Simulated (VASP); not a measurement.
# Si2C (Cmcm) in VASP: relaxation of cell and atoms with PBE

Aim: the relaxation of cell and atoms of Si2C with PBE.

All numbers are computed with VASP 6.6.1; they aren't measurements. Logs are shortened: lines on timing, memory, paths and dates and some standing lists are left out, and cuts for length are marked.

### 1 The cell of the first run

The structure is orthorhombic, space group Cmcm (No. 63). Conventional cell: a = 2.921 Å, b = 9.608 Å, c = 4.755 Å, α = 90.00°, β = 90.00°, γ = 90.00°. Si (site symmetry m2m) has 2 C at 2.02 Å and 5 Si at 2.45 to 2.68 Å within 2.7 Å. Si (site symmetry m2m) has 4 C at 1.95 to 2.38 Å and 3 Si at 2.58 to 2.68 Å within 2.7 Å. Within 2.6 Å of C (site symmetry m2m) lie 6 Si at 1.95 to 2.38 Å.

### 2 Relaxation of cell and atoms, PBE

File INCAR:

```
  ALGO = Normal
  EDIFF = 1E-7
  EDIFFG = -0.01
  ENCUT = 600
  GGA = PE
  GGA_COMPAT = False
  IBRION = 2
  ISIF = 3
  ISMEAR = 0
  LASPH = True
  LCHARG = False
  LREAL = False
  LWAVE = False
  NELM = 120
  NELMIN = 4
  NSW = 100
  PREC = Accurate
  SIGMA = 0.1
```

File KPOINTS:

```
k-points
0
Gamma
  14 14 8
```

File POSCAR:

```
Si2C
1.0
    1.4603144553     -4.8041653456      0.0000000000
    1.4603144553      4.8041653456      0.0000000000
    0.0000000000      0.0000000000      4.7546107035
Si C
4 2
Direct
    0.9682809756      0.0317190244      0.2500000000
    0.6892809550      0.3107190450      0.2500000000
    0.3107190450      0.6892809550      0.7500000000
    0.0317190244      0.9682809756      0.7500000000
    0.3232940604      0.6767059396      0.2500000000
    0.6767059396      0.3232940604      0.7500000000
```

Potentials or basis: VASP PAW PBE potentials, release 64 (Si, C).

Launch:

```bash
$ cat potpaw_PBE.64/Si/POTCAR potpaw_PBE.64/C/POTCAR > POTCAR
$ mpirun -np 1 vasp_std > vasp.out
```

OUTCAR:

```text
EDIFF = 1E-7
   EDIFFG = -0.01
   ENCUT = 600
   GGA = PE
   IBRION = 2
   ISIF = 3
   ISMEAR = 0
   LASPH = True
   LREAL = False
   NELM = 120
   NELMIN = 4
   NSW = 100
   PREC = Accurate

 ion  position               nearest neighbor table
   1  0.968  0.032  0.250-   5 2.02   5 2.02   4 2.45   4 2.45   2 2.58   2 2.58   2 2.68
   2  0.689  0.311  0.250-   5 1.95   5 1.95   6 2.38   6 2.38   1 2.58   1 2.58   1 2.68   3 3.02
                             3 3.02   3 3.02   3 3.02
   3  0.311  0.689  0.750-   6 1.95   6 1.95   5 2.38   5 2.38   4 2.58   4 2.58   4 2.68   2 3.02
                             2 3.02   2 3.02   2 3.02
   4  0.032  0.968  0.750-   6 2.02   6 2.02   1 2.45   1 2.45   3 2.58   3 2.58   3 2.68
   5  0.323  0.677  0.250-   2 1.95   2 1.95   1 2.02   1 2.02   3 2.38   3 2.38
   6  0.677  0.323  0.750-   3 1.95   3 1.95   4 2.02   4 2.02   2 2.38   2 2.38

  LATTYP: Found a base centered orthorhombic cell.
 ALAT       =     2.9206289106
 B/A-ratio  =     3.2898156477
 C/A-ratio  =     1.6279407104

  Lattice vectors:

 A1 = (   1.4603144553,  -4.8041653456,   0.0000000000)
 A2 = (   1.4603144553,   4.8041653456,   0.0000000000)
 A3 = (   0.0000000000,   0.0000000000,   4.7546107035)

Analysis of symmetry for initial positions (statically):
=====================================================================
 Subroutine PRICEL returns:
 Original cell was already a primitive cell.

 Routine SETGRP: Setting up the symmetry group for a
 base centered orthorhombic supercell.

 Subroutine GETGRP returns: Found  8 space group operations
 (whereof  4 operations were pure point group operations)
 out of a pool of  8 trial point group operations.

The static configuration has the point symmetry C_2h.
 The point group associated with its full space group is D_2h.

Analysis of symmetry for dynamics (positions and initial velocities):
=====================================================================
 Subroutine PRICEL returns:
 Original cell was already a primitive cell.

 Routine SETGRP: Setting up the symmetry group for a
 base centered orthorhombic supercell.

 Subroutine GETGRP returns: Found  8 space group operations
 (whereof  4 operations were pure point group operations)
 out of a pool of  8 trial point group operations.

The dynamic configuration has the point symmetry C_2h.
 The point group associated with its full space group is D_2h.

 Subroutine INISYM returns: Found  8 space group operations
[... 129 lines left out ...]
   LORBIT       =      0    0 simple, 1 ext, 2 COOP (PROOUT), +10 PAW based schemes
   GGA     = PE    functional components
   LHFCALC =     F    Hartree Fock is set to
   AEXX    =    0.0000 exact exchange contribution
   IVDW    =     0    specifies the selected vdW correction
   LEPSILON=     F    determine dielectric tensor
   LRPA    =     F    only Hartree local field effects (RPA)
 conjugate gradient relaxation of ions
 non-spin polarized calculation
 Gauss-broadening in eV      SIGMA  =   0.10
  energy-cutoff  :      600.00
  volume of cell :       66.71
 maximum number of plane-waves:      2250
   NGX = 21   NGY = 21   NGZ = 19

--------------------------------------- Ionic step        1  -------------------------------------------

 number of electron      24.0000000 magnetization

 Free energy of the ion-electron system (eV)
  ---------------------------------------------------
  ext. energy  EPLUGINS =         0.00000000
  ---------------------------------------------------
  free energy    TOTEN  =       -36.55549234 eV

  energy without entropy =      -36.54990226  energy(sigma->0) =      -36.55269730

------------------------ aborting loop because EDIFF is reached ----------------------------------------

  FORCE on cell =-STRESS in cart. coord.  units (eV):
  Direction    XX          YY          ZZ          XY          YZ          ZX
  --------------------------------------------------------------------------------------
  -------------------------------------------------------------------------------------
  Total       -0.2697697     -0.1861138      0.2497762      0.0000000      0.0000000      0.0000000
  in kB       -6.4787986     -4.4697146      5.9986333      0.0000000      0.0000000      0.0000000
  external PRESSURE =      -1.6499600 kB  Pullay stress =       0.0000000 kB
[... 101 lines left out ...]
  FREE ENERGIE OF THE ION-ELECTRON SYSTEM (eV)
  ---------------------------------------------------
  free  energy   TOTEN  =       -36.5565454708 eV

  energy  without entropy=      -36.5510318355  energy(sigma->0) =      -36.55378865

[... ionic steps 4 to 8 ...]

--------------------------------------- Ionic step        9  -------------------------------------------

 number of electron      23.9999999 magnetization

------------------------ aborting loop because EDIFF is reached ----------------------------------------
[... 75 lines left out ...]
--------------------------------------- Ionic step       11  -------------------------------------------

 number of electron      23.9999999 magnetization

 Free energy of the ion-electron system (eV)
  ---------------------------------------------------
  ext. energy  EPLUGINS =         0.00000000
  ---------------------------------------------------
  free energy    TOTEN  =       -36.55719067 eV

  energy without entropy =      -36.55192673  energy(sigma->0) =      -36.55455870

 E-fermi :  10.6612     XC(G=0): -11.6378

 val. band max:       10.6560712753   @ k =   0.1429  -0.0000   0.2500
 cond. band min:      10.6730937610   @ k =   0.5000   0.3571   0.0000
 fundamental gap:      0.0170224856
 Fermi energy:        10.6611898905

 k-point     1 :       0.0000    0.0000    0.0000
  band No.  band energies     occupation
      1      -6.2585      2.00000
      2      -2.8989      2.00000
      3       0.3182      2.00000
      4       1.5267      2.00000
      5       1.7854      2.00000
      6       4.3488      2.00000
[... 433 lines left out ...]
      3       0.5361      2.00000
      4       1.1347      2.00000
      5       2.9773      2.00000
      6       4.2817      2.00000
[... 8 lines left out ...]
     15      12.3352      0.00000
     16      13.3830      0.00000

 [... further k-points ...]

------------------------ aborting loop because EDIFF is reached ----------------------------------------

  FORCE on cell =-STRESS in cart. coord.  units (eV):
  Direction    XX          YY          ZZ          XY          YZ          ZX
  --------------------------------------------------------------------------------------
  -------------------------------------------------------------------------------------
  Total        0.0111138      0.0116284     -0.0066121      0.0000000      0.0000000      0.0000000
  in kB        0.2662805      0.2786119     -0.1584222      0.0000000      0.0000000      0.0000000
  external PRESSURE =       0.1288234 kB  Pullay stress =       0.0000000 kB
[... 21 lines left out ...]
  FREE ENERGIE OF THE ION-ELECTRON SYSTEM (eV)
  ---------------------------------------------------
  free  energy   TOTEN  =       -36.5571906735 eV

  energy  without entropy=      -36.5519267281  energy(sigma->0) =      -36.55455870

 reached required accuracy - stopping structural energy minimisation
```

Run time: 46 min. Hardware: 1 thread of Oxide Virtual Turin-like, shared host; peak memory 0.44 GiB.

Results:

* Free energy: -36.5572 eV
* Relaxed volume: 11.15 Å³/atom
* Relaxed cell: a = 5.012 Å, b = 5.012 Å, c = 4.783 Å, α = 90.00°, β = 90.00°, γ = 146.18°
* Space group after relaxing (to 0.1 Å): Cmcm (No. 63)
* Energy gained by relaxing: 0.3 meV/atom
* Ionic steps: 11
* Pressure after relaxing: 0.0 GPa
* Largest force after relaxing: 0.005 eV/Å
* Band gap on the k mesh: zero (bands 12 and 13 overlap by 4.17 eV)

Forces in eV/Å, atoms in the order of the input:
```
Si   0.000  0.002  0.000
Si   0.000 -0.004  0.000
Si   0.000  0.004  0.000
Si   0.000 -0.002  0.000
C    0.000 -0.005  0.000
C    0.000  0.005  0.000
```

Step by step:
| step | energy change (eV) | largest force (eV/Å) | pressure (GPa) | volume (Å³) |
| --- | --- | --- | --- | --- |
| 1 | 0.0000 | 0.0771 | -0.16 | 66.71 |
| 2 | -0.0010 | 0.0338 | 0.44 | 66.60 |
| 3 | -0.0011 | 0.0189 | 0.35 | 66.62 |
| 4 | -0.0014 | 0.0231 | -0.01 | 66.82 |
| 5 | -0.0014 | 0.0237 | -0.04 | 66.84 |
| 6 | -0.0015 | 0.0208 | -0.04 | 66.85 |
| 7 | -0.0016 | 0.0166 | -0.03 | 66.87 |
| 8 | -0.0016 | 0.0155 | -0.02 | 66.87 |
| 9 | -0.0017 | 0.0146 | 0.02 | 66.86 |
| 10 | -0.0017 | 0.0151 | 0.02 | 66.86 |
| 11 | -0.0017 | 0.0052 | 0.01 | 66.87 |

Final structure:
```yaml
crystal:
  lattice:
    - [1.45780, -4.79521, 0.00000]
    - [1.45780, 4.79521, 0.00000]
    - [0.00000, 0.00000, 4.78296]
  atoms:
    - { symbol: Si, position: [0.96854, 0.03146, 0.25000] }
    - { symbol: Si, position: [0.69014, 0.30986, 0.25000] }
    - { symbol: Si, position: [0.30986, 0.69014, 0.75000] }
    - { symbol: Si, position: [0.03146, 0.96854, 0.75000] }
    - { symbol: C, position: [0.32380, 0.67620, 0.25000] }
    - { symbol: C, position: [0.67620, 0.32380, 0.75000] }
```

Levels at points of the mesh, in eV from the Fermi level:
| k point | band 10 | band 11 | band 12 | band 13 | band 14 | band 15 |
| --- | --- | --- | --- | --- | --- | --- |
| (0.00, 0.00, 0.00) | -3.04 | -2.47 | 2.00 | 2.04 | 2.86 | 4.72 |
| (0.50, 0.00, 0.00) | -3.54 | -3.30 | -2.98 | -2.02 | 0.40 | 1.43 |
| (0.50, 0.50, 0.00) | -2.29 | -1.17 | 0.59 | 1.91 | 3.00 | 4.46 |
| (0.00, 0.00, 0.50) | -3.01 | 0.37 | 0.37 | 2.99 | 2.99 | 3.36 |
| (0.50, 0.00, 0.50) | -3.68 | -0.84 | -0.84 | 0.59 | 0.59 | 2.14 |
| (0.50, 0.50, 0.50) | -3.12 | -0.84 | -0.84 | 1.09 | 1.09 | 3.10 |
